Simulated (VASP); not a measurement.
# CoSn3 (Pm-3m) in VASP: further runs

Runs on CoSn3. Level: PBEsol. Tasks: single point, relaxation of cell and atoms.

All numbers are computed with VASP 6.6.1; they aren't measurements. Logs are shortened: lines on timing, memory, paths and dates and some standing lists are left out, and cuts for length are marked.

## Step 1: The cell of the first run

It takes space group Pm-3m (No. 221, cubic). The conventional cell has a = 4.398 Å, b = 4.398 Å, c = 4.398 Å, α = 90.00°, β = 90.00°, γ = 90.00°. Sn (site symmetry 4/mmm) has 8 Sn at 3.11 Å and 4 Co at 3.11 Å within 4.1 Å. Co (site symmetry m-3m) has 12 Sn at 3.11 Å within 4.1 Å.

## Step 2: Single point, PBEsol, collinear spin, ferromagnetic start

Contents of INCAR:

```
SYSTEM = CoSn3
PREC     = Accurate       ! precision mode
ENCUT    = 520            ! plane-wave cutoff, eV
EDIFF    = 1E-7           ! SCF threshold, eV
ISMEAR   = 0              ! smearing method
SIGMA    = 0.1            ! smearing width, eV
LREAL    = .False.        ! projectors in reciprocal space
LASPH    = .True.         ! aspherical terms in the spheres
NELM     = 150            ! most SCF steps
ALGO     = Normal         ! electronic algorithm
ISIF     = 2              ! what is computed and relaxed
LWAVE    = .False.        ! write WAVECAR
LCHARG   = .False.        ! write CHGCAR
ISPIN    = 2              ! spin polarisation
MAGMOM   = 0 0 0 2        ! initial moments
LORBIT   = 11             ! projections on sites
LMAXMIX  = 4              ! l up to which the mixer works
GGA      = PS             ! functional
NBANDS   = 38             ! bands
```

Contents of KPOINTS:

```
regular mesh
0
Gamma
  10 10 10
  0 0 0
```

Contents of POSCAR:

```
CoSn3
1.0
    4.3976643260      0.0000000000      0.0000000000
    0.0000000000      4.3976643260      0.0000000000
    0.0000000000      0.0000000000      4.3976643260
Sn Co
3 1
Direct
    0.0000000000      0.5000000000      0.5000000000
    0.5000000000      0.0000000000      0.5000000000
    0.5000000000      0.5000000000      0.0000000000
    0.0000000000      0.0000000000      0.0000000000
```

Potentials or basis: VASP PAW PBE potentials, release 64 (Sn_d, Co).

Started as:

```console
$ cat potpaw_PBE.64/Sn_d/POTCAR potpaw_PBE.64/Co/POTCAR > POTCAR
$ mpirun -np 1 vasp_std > vasp.out
```

OUTCAR:

```text
SYSTEM = CoSn3
   PREC = Accurate
   ENCUT = 520
   EDIFF = 1E-7
   ISMEAR = 0
   LREAL = .False.
   LASPH = .True.
   NELM = 150
   ISIF = 2
   ISPIN = 2
   LORBIT = 11
   GGA = PS

 ion  position               nearest neighbor table
   1  0.000  0.500  0.500-   2 3.11   3 3.11   4 3.11   3 3.11   4 3.11   2 3.11   4 3.11   4 3.11
                             2 3.11   3 3.11   3 3.11   2 3.11
   2  0.500  0.000  0.500-   1 3.11   3 3.11   4 3.11   3 3.11   4 3.11   1 3.11   3 3.11   3 3.11
                             1 3.11   4 3.11   4 3.11   1 3.11
   3  0.500  0.500  0.000-   1 3.11   2 3.11   4 3.11   1 3.11   2 3.11   2 3.11   4 3.11   2 3.11
                             1 3.11   4 3.11   1 3.11   4 3.11
   4  0.000  0.000  0.000-   1 3.11   2 3.11   3 3.11   1 3.11   2 3.11   1 3.11   3 3.11   1 3.11
                             2 3.11   3 3.11   2 3.11   3 3.11

  LATTYP: Found a simple cubic cell.
 ALAT       =     4.3976643260

  Lattice vectors:

 A1 = (   4.3976643260,   0.0000000000,   0.0000000000)
 A2 = (   0.0000000000,   4.3976643260,   0.0000000000)
 A3 = (   0.0000000000,   0.0000000000,   4.3976643260)

Analysis of symmetry for initial positions (statically):
=====================================================================
 Subroutine PRICEL returns:
 Original cell was already a primitive cell.

 Routine SETGRP: Setting up the symmetry group for a
 simple cubic supercell.

 Subroutine GETGRP returns: Found 48 space group operations
 (whereof 48 operations were pure point group operations)
 out of a pool of 48 trial point group operations.

The static configuration has the point symmetry O_h .

Analysis of symmetry for dynamics (positions and initial velocities):
=====================================================================
 Subroutine PRICEL returns:
 Original cell was already a primitive cell.

 Routine SETGRP: Setting up the symmetry group for a
 simple cubic supercell.

 Subroutine GETGRP returns: Found 48 space group operations
 (whereof 48 operations were pure point group operations)
 out of a pool of 48 trial point group operations.

The dynamic configuration has the point symmetry O_h .

Analysis of structural, dynamic, and magnetic symmetry:
=====================================================================
 Subroutine PRICEL returns:
 Original cell was already a primitive cell.

 Routine SETGRP: Setting up the symmetry group for a
 simple cubic supercell.

 Subroutine GETGRP returns: Found 48 space group operations
 (whereof 48 operations were pure point group operations)
 out of a pool of 48 trial point group operations.

The overall configuration has the point symmetry O_h .

 Subroutine INISYM returns: Found 48 space group operations
 (whereof 48 operations are pure point group operations),
 and found     1 'primitive' translations

----------------------------------------------------------------------------------------

                                     Primitive cell

  volume of cell :      85.0484

  direct lattice vectors                    reciprocal lattice vectors
     4.397664326  0.000000000  0.000000000     0.227393436  0.000000000  0.000000000
     0.000000000  4.397664326  0.000000000     0.000000000  0.227393436  0.000000000
     0.000000000  0.000000000  4.397664326     0.000000000  0.000000000  0.227393436

  length of vectors
     4.397664326  4.397664326  4.397664326     0.227393436  0.227393436  0.227393436

  position of ions in fractional coordinates (direct lattice)
     0.000000000  0.500000000  0.500000000
     0.500000000  0.000000000  0.500000000
     0.500000000  0.500000000  0.000000000
     0.000000000  0.000000000  0.000000000

  ion indices of the primitive-cell ions
   primitive index   ion index
                 1           1
                 2           2
                 3           3
                 4           4

----------------------------------------------------------------------------------------

 KPOINTS: regular mesh

Automatic generation of k-mesh.
 Grid dimensions read from file:
 generate k-points for:   10   10   10

 Generating k-lattice:

  Cartesian coordinates                     Fractional coordinates (reciprocal lattice)
     0.022739344  0.000000000  0.000000000     0.100000000  0.000000000  0.000000000
     0.000000000  0.022739344  0.000000000     0.000000000  0.100000000  0.000000000
     0.000000000  0.000000000  0.022739344     0.000000000  0.000000000  0.100000000

  Length of vectors
     0.022739344  0.022739344  0.022739344

  Shift w.r.t. Gamma in fractional coordinates (k-lattice)
     0.000000000  0.000000000  0.000000000

 Subroutine IBZKPT returns following result:
 ===========================================

 Found     56 irreducible k-points:

 Following reciprocal coordinates:
            Coordinates               Weight
  0.000000  0.000000  0.000000      1.000000
  0.100000  0.000000  0.000000      6.000000
  0.200000  0.000000  0.000000      6.000000
  0.300000  0.000000  0.000000      6.000000
  0.400000  0.000000  0.000000      6.000000
  0.500000  0.000000  0.000000      3.000000
[... 16 lines left out ...]
  0.200000  0.100000  0.100000     24.000000
  0.300000  0.100000  0.100000     24.000000
 [... further k-points ...]
   k-points           NKPTS =     56   k-points in BZ     NKDIM =     56   number of bands    NBANDS=     38
   number of dos      NEDOS =    301   number of ions     NIONS =      4
   total plane-waves  NPLWV =  46656
   dimension x,y,z NGX =    36 NGY =   36 NGZ =   36
   dimension x,y,z NGXF=    72 NGYF=   72 NGZF=   72
   ions per type =               3   1
   NGX,Y,Z   is equivalent  to a cutoff of  13.61, 13.61, 13.61 a.u.
   NGXF,Y,Z  is equivalent  to a cutoff of  27.22, 27.22, 27.22 a.u.
 SYSTEM =  CoSn3
   PREC   = accura    normal or accurate (medium, high low for compatibility)
   ISTART =      0    job   : 0-new  1-cont  2-samecut
   ICHARG =      2    charge: 1-file 2-atom 10-const
   ISPIN  =      2    spin polarized calculation?
   LNONCOLLINEAR =      F non collinear calculations
   LSORBIT =      F    spin-orbit coupling
   LASPH  =      T    aspherical Exc in radial PAW
   ENCUT  =  520.0 eV  38.22 Ry    6.18 a.u.   8.18  8.18  8.18*2*pi/ulx,y,z
   NELM   =    150;   NELMIN=  2; NELMDL= -5     # of ELM steps
   EDIFF  = 0.1E-06   stopping-criterion for ELM
   LREAL  =      F    real-space projection
   EDIFFG = 0.1E-05   stopping-criterion for IOM
   NSW    =      0    number of steps for IOM
   IBRION =     -1    ionic relax: 0-MD 1-quasi-New 2-CG
   NFREE  =      0    steps in history (QN), initial steepest desc. (CG)
   ISIF   =      2    stress and relaxation
   ISYM   =      2    0-nonsym 1-usesym 2-fastsym
   POTIM  = 0.5000    time-step for ionic-motion
   TEBEG  =    0.0;   TEEND  =   0.0 temperature during run
   PSTRESS=    0.0 pullay stress
   NELECT =      51.0000    total number of electrons
   NUPDOWN=      -1.0000    fix difference up-down
   EMIN   =  10.00;   EMAX   =-10.00  energy-range for DOS
   EFERMI =   0.00;   METHOD = LEGACY
   ISMEAR =     0;   SIGMA  =   0.10  broadening in eV -4-tet -1-fermi 0-gaus
   EFERMI_NEDOS =   21; number of points for ismear=-14 and -15
   IALGO  =     38    algorithm
   IMIX   =      4    mixing-type and parameters
     AMIX     =   0.40;   BMIX     =  1.00
     AMIX_MAG =   1.60;   BMIX_MAG =  1.00
  volume/ion in A,a.u.               =      21.26       143.48
  Fermi-wavevector in a.u.,A,eV,Ry     =   1.380520  2.608805 25.930479  1.905836
  Thomas-Fermi vector in A             =   2.505390
   LORBIT       =     11    0 simple, 1 ext, 2 COOP (PROOUT), +10 PAW based schemes
   GGA     = PS    functional components
   LHFCALC =     F    Hartree Fock is set to
   AEXX    =    0.0000 exact exchange contribution
   IVDW    =     0    specifies the selected vdW correction
   LEPSILON=     F    determine dielectric tensor
   LRPA    =     F    only Hartree local field effects (RPA)
 spin polarized calculation
 Gauss-broadening in eV      SIGMA  =   0.10
  energy-cutoff  :      520.00
  volume of cell :       85.05
 maximum number of plane-waves:      2320
 NGX is ok and might be reduce to    36
   NGX = 17   NGY = 17   NGZ = 17

 number of electron      50.9999991 magnetization       1.2480653

 Free energy of the ion-electron system (eV)
  ---------------------------------------------------
  ext. energy  EPLUGINS =         0.00000000
  ---------------------------------------------------
  free energy    TOTEN  =       -18.80039381 eV

  energy without entropy =      -18.78015011  energy(sigma->0) =      -18.79027196

 E-fermi :   9.2972     XC(G=0): -11.3179

 val. band max:        9.2938696303   @ k =   0.5000   0.1000   0.1000
 cond. band min:       9.3012943951   @ k =   0.5000   0.4000   0.0000
 fundamental gap:      0.0074247648
 Fermi energy:         9.2972226329

 spin component 1

 k-point     1 :       0.0000    0.0000    0.0000
  band No.  band energies     occupation
      1     -12.4159      1.00000
      2     -12.4159      1.00000
      3     -12.4159      1.00000
      4     -12.4013      1.00000
      5     -12.2200      1.00000
      6     -12.2200      1.00000
[... 29 lines left out ...]
     36      17.1233      0.00000
     37      17.3749      0.00000

 k-point     2 :       0.1000    0.0000    0.0000
  band No.  band energies     occupation
      1     -12.4145      1.00000
      2     -12.4053      1.00000
      3     -12.4053      1.00000
      4     -12.3938      1.00000
      5     -12.2189      1.00000
      6     -12.2137      1.00000
[... 29 lines left out ...]
     36      17.7361      0.00000
     37      17.7361      0.00000
[... 838 lines left out ...]
     36      18.0526      0.00000
     37      18.3255      0.00000

 k-point    24 :       0.3000    0.1000    0.1000
  band No.  band energies     occupation
      1     -12.3891      1.00000
      2     -12.3423      1.00000
      3     -12.3214      1.00000
      4     -12.3074      1.00000
      5     -12.2035      1.00000
      6     -12.1631      1.00000
[... 29 lines left out ...]
     36      18.6420      0.00000
     37      19.4808      0.00000

 [... further k-points ...]

 spin component 2

 k-point     1 :       0.0000    0.0000    0.0000
  band No.  band energies     occupation
      1     -12.4128      1.00000
      2     -12.4128      1.00000
      3     -12.4128      1.00000
      4     -12.3953      1.00000
      5     -12.2221      1.00000
      6     -12.2221      1.00000
[... 29 lines left out ...]
     36      17.2256      0.00000
     37      17.4241      0.00000

 k-point     2 :       0.1000    0.0000    0.0000
  band No.  band energies     occupation
      1     -12.4114      1.00000
      2     -12.4022      1.00000
      3     -12.4022      1.00000
      4     -12.3878      1.00000
      5     -12.2210      1.00000
      6     -12.2157      1.00000
[... 29 lines left out ...]
     36      17.8219      0.00000
     37      17.8219      0.00000
[... 838 lines left out ...]
     36      18.1008      0.00000
     37      18.4203      0.00000

 k-point    24 :       0.3000    0.1000    0.1000
  band No.  band energies     occupation
      1     -12.3857      1.00000
      2     -12.3378      1.00000
      3     -12.3185      1.00000
      4     -12.3034      1.00000
      5     -12.2051      1.00000
      6     -12.1647      1.00000
[... 29 lines left out ...]
     36      18.7363      0.00000
     37      19.5065      0.00000

 [... further k-points ...]

 [bands above 37 left out]

------------------------ aborting loop because EDIFF is reached ----------------------------------------

  FORCE on cell =-STRESS in cart. coord.  units (eV):
  Direction    XX          YY          ZZ          XY          YZ          ZX
  --------------------------------------------------------------------------------------
  -------------------------------------------------------------------------------------
  Total       -0.0442362     -0.0442362     -0.0442362      0.0000000      0.0000000     -0.0000000
  in kB       -0.8333403     -0.8333403     -0.8333403      0.0000000      0.0000000     -0.0000000
  external PRESSURE =      -0.8333403 kB  Pullay stress =       0.0000000 kB

 VOLUME and BASIS-vectors are now :
 -----------------------------------------------------------------------------
  energy-cutoff  :      520.00
  volume of cell :       85.05
      direct lattice vectors                 reciprocal lattice vectors
     4.397664326  0.000000000  0.000000000     0.227393436  0.000000000  0.000000000
     0.000000000  4.397664326  0.000000000     0.000000000  0.227393436  0.000000000
     0.000000000  0.000000000  4.397664326     0.000000000  0.000000000  0.227393436

 POSITION                                       TOTAL-FORCE (eV/Angst)
 -----------------------------------------------------------------------------------
      0.00000      2.19883      2.19883         0.000000      0.000000      0.000000
      2.19883      0.00000      2.19883         0.000000      0.000000      0.000000
      2.19883      2.19883      0.00000         0.000000      0.000000      0.000000
      0.00000      0.00000      0.00000         0.000000      0.000000      0.000000
 -----------------------------------------------------------------------------------
    total drift:                                0.000000      0.000000      0.000000

  FREE ENERGIE OF THE ION-ELECTRON SYSTEM (eV)
  ---------------------------------------------------
  free  energy   TOTEN  =       -18.8003938121 eV

  energy  without entropy=      -18.7801501132  energy(sigma->0) =      -18.79027196

 total charge

# of ion       s       p       d       tot
------------------------------------------
    1        1.252   1.004  10.014  12.270
    2        1.252   1.004  10.014  12.270
    3        1.252   1.004  10.014  12.270
    4        0.332   0.190   7.353   7.876
--------------------------------------------------
tot          4.088   3.203  37.395  44.686

 magnetization (x)

# of ion       s       p       d       tot
------------------------------------------
    1        0.014  -0.014  -0.002  -0.002
    2        0.014  -0.014  -0.002  -0.002
    3        0.014  -0.014  -0.002  -0.002
    4        0.011   0.009   1.272   1.293
--------------------------------------------------
tot          0.052  -0.033   1.266   1.285
```

It took 6.1 min on 1 thread of Intel Xeon Platinum 8259CL at 2.50GHz (Skylake/Cascade Lake), shared host; peak memory 0.42 GiB.

What came out:

| Item | Value |
| --- | --- |
| Free energy | -18.8004 eV |
| Pressure | -0.1 GPa |
| Net moment | 1.25 μB per cell |
| Site moments | Sn -0.00; Co +1.29 μB |
| Valence electrons inside the program's atomic spheres | Sn 12.27; Co 7.88 |

Levels at points of the mesh, in eV from the Fermi level:
Spin up:
| k point | band 22 | band 23 | band 24 | band 25 | band 26 | band 27 | band 28 | band 29 | band 30 | band 31 |
| --- | --- | --- | --- | --- | --- | --- | --- | --- | --- | --- |
| (0.00, 0.00, 0.00) | -1.67 | -1.67 | -1.67 | -0.84 | -0.84 | 0.01 | 3.17 | 3.17 | 3.17 | 4.63 |
| (0.50, 0.00, 0.00) | -1.66 | -1.41 | -0.46 | -0.46 | -0.35 | -0.35 | 0.16 | 0.68 | 1.75 | 5.60 |
| (0.50, 0.50, 0.00) | -1.54 | -1.31 | -1.31 | 0.12 | 0.16 | 1.24 | 1.24 | 1.65 | 1.65 | 3.66 |
| (0.50, 0.50, 0.50) | -4.35 | -1.26 | -1.26 | -1.24 | -1.19 | -1.19 | -1.19 | 7.54 | 7.54 | 8.29 |
Spin down:
```csv
k point,band 23,band 24,band 25,band 26,band 27,band 28
"(0.00, 0.00, 0.00)",-0.35,-0.35,0.01,0.01,0.16,3.13
"(0.50, 0.00, 0.00)",-0.36,-0.36,-0.34,0.44,0.52,0.52
"(0.50, 0.50, 0.00)",-0.45,-0.40,0.17,0.60,1.23,1.23
"(0.50, 0.50, 0.50)",-1.06,-0.32,-0.32,0.18,0.18,0.18
```

Caveat: the PAW data sets were made with another functional, which shifts forces and pressure a little; spin-orbit coupling is left out, which moves the levels of the heavy elements.

## Step 3: Single point, PBEsol, collinear spin, ferromagnetic start

Contents of INCAR:

```
  ALGO = Normal
  EDIFF = 1E-6
  ENCUT = 520
  GGA = PS
  ISIF = 2
  ISMEAR = 0
  ISPIN = 2
  LASPH = True
  LCHARG = False
  LMAXMIX = 4
  LORBIT = 11
  LREAL = False
  LWAVE = False
  MAGMOM = 0 0 0 3.5
  NBANDS = 38
  NELM = 150
  PREC = Accurate
  SIGMA = 0.1
```

Contents of KPOINTS:

```
k-points
0
Gamma
  10 10 10
```

POSCAR is that of step 2.

Potentials or basis: VASP PAW PBE potentials, release 64 (Sn_d, Co).

Started as:

```console
$ cat potpaw_PBE.64/Sn_d/POTCAR potpaw_PBE.64/Co/POTCAR > POTCAR
$ mpirun -np 1 vasp_std > vasp.out
```

Run time: 5.3 min. Hardware: 1 thread of Intel Xeon 6975P-C (Granite Rapids), shared host; peak memory 0.41 GiB.

Results (log left out):

```
Free energy                                           : -18.8004 eV
Pressure                                              : -0.1 GPa
Net moment                                            : 1.25 μB per cell
Site moments                                          : Sn -0.00; Co +1.29 μB
Valence electrons inside the program's atomic spheres : Sn 12.27; Co 7.88
```

Levels at points of the mesh, in eV from the Fermi level:
Spin up:
```tsv
k point	band 22	band 23	band 24	band 25	band 26	band 27	band 28	band 29	band 30	band 31
(0.00, 0.00, 0.00)	-1.66	-1.66	-1.66	-0.84	-0.84	0.01	3.17	3.17	3.17	4.63
(0.50, 0.00, 0.00)	-1.66	-1.41	-0.46	-0.46	-0.35	-0.35	0.17	0.68	1.75	5.60
(0.50, 0.50, 0.00)	-1.54	-1.31	-1.31	0.12	0.16	1.24	1.24	1.65	1.65	3.66
(0.50, 0.50, 0.50)	-4.35	-1.26	-1.26	-1.24	-1.19	-1.19	-1.19	7.54	7.54	8.29
```
Spin down:
| k point | band 21 | band 22 | band 23 | band 24 | band 25 | band 26 | band 27 | band 28 | band 29 | band 30 |
| --- | --- | --- | --- | --- | --- | --- | --- | --- | --- | --- |
| (0.00, 0.00, 0.00) | -3.55 | -0.35 | -0.35 | -0.35 | 0.01 | 0.01 | 0.16 | 3.13 | 3.13 | 3.13 |
| (0.50, 0.00, 0.00) | -1.72 | -0.64 | -0.36 | -0.36 | -0.34 | 0.44 | 0.52 | 0.52 | 0.69 | 2.17 |
| (0.50, 0.50, 0.00) | -1.34 | -0.63 | -0.45 | -0.40 | 0.17 | 0.60 | 1.23 | 1.23 | 2.17 | 2.17 |
| (0.50, 0.50, 0.50) | -4.37 | -4.37 | -1.06 | -0.32 | -0.32 | 0.18 | 0.18 | 0.18 | 7.56 | 7.56 |

Caveat: the PAW data sets were made with another functional, which shifts forces and pressure a little; spin-orbit coupling is left out, which moves the levels of the heavy elements.

[end of part 1 of 3]
